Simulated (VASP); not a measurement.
Runs of VASP 6.6.1 on Ni. The structure is that of space group Fddd (No. 70), or close to it. The cells are those of the table. 

| cell | k mesh | gap on the mesh (eV) | pressure (GPa) |
| --- | --- | --- | --- |
| a = 4.370, b = 4.370, c = 2.505 Å, angles 97.9, 97.9, 147.4°, 2 atoms | 15 × 15 × 10 | none | 0.2 |
| a = 4.484, b = 4.484, c = 2.570 Å, angles 97.9, 97.9, 147.4°, 2 atoms | 17 × 17 × 16 | none | (a) |
| a = 4.188, b = 4.188, c = 2.401 Å, angles 97.9, 97.9, 147.4°, 2 atoms | 17 × 17 × 16 | none | 31.4 |
| a = 4.428, b = 4.428, c = 2.538 Å, angles 97.9, 97.9, 147.4°, 2 atoms | 17 × 17 × 16 | none | -6.1 |
| a = 4.370, b = 4.370, c = 2.505 Å, angles 97.9, 97.9, 147.4°, 2 atoms | 17 × 17 × 16 | none | 0.2 |

Alike in all rows: task single point; level revPBE; potentials or basis VASP PAW PBE potentials, release 64 (Ni); no spin polarisation; cutoff (eV) 520; smearing fermi-dirac 0.1 eV.

**Question.** Estimate the missing entries.

**Answer.** (a) -11.1.

Caveats: the PAW data sets were made with another functional, which shifts forces and pressure a little; the run has no spin polarisation, though such a crystal can be magnetic.

A gap of «none» marks levels without a gap at the run's occupations.
